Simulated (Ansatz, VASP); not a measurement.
Mg3ZrN2 in VASP and in Ansatz

```xyz
6
Lattice="5.5805 0.0000 0.0000 -2.7903 4.8329 0.0000 0.0000 0.0000 5.2721" Properties=species:S:1:pos:R:3 pbc="T T T"
Mg    2.7903    0.0000    2.6360
Mg   -1.3951    2.4164    2.6360
Mg    1.3951    2.4164    2.6360
Zr    0.0000    0.0000    0.0000
N     0.0000    0.0000    1.9894
N     0.0000    0.0000    3.2827
```

Alike in both runs: functional PBE; k mesh 4 × 4 × 4; occupations gaussian, width 0.2 eV; no spin polarisation.

Ansatz relaxed the structure, and its values are those at the end. VASP's run is a single point on that final structure, the one shown.

|  | VASP | Ansatz |
| --- | --- | --- |
| version | VASP 6.6.1 | Ansatz 0.2.0 |
| potentials or method | VASP PAW PBE potentials, release 64 (Mg, Zr_sv, N), cutoff 600 eV | scalar-relativistic, plane waves, PAW |
| valence electrons in the cell | 28 | 52 |

Ansatz gave:

```
gap on the k mesh at the Fermi level (eV) : none
pressure (GPa)                            : 0.2
rms of the force components (eV/Å)        : 0.006
```

**Question.** Which values does VASP return?

**Answer.** gap on the k mesh at the Fermi level (eV): none; pressure (GPa): 0.2; rms of the force components (eV/Å): 0.026.

A gap of «none» marks a metal or a gap that the smearing closes. VASP's potentials hold 28 valence electrons a cell and Ansatz's 52, so a difference there can come from the potentials and not from the codes.
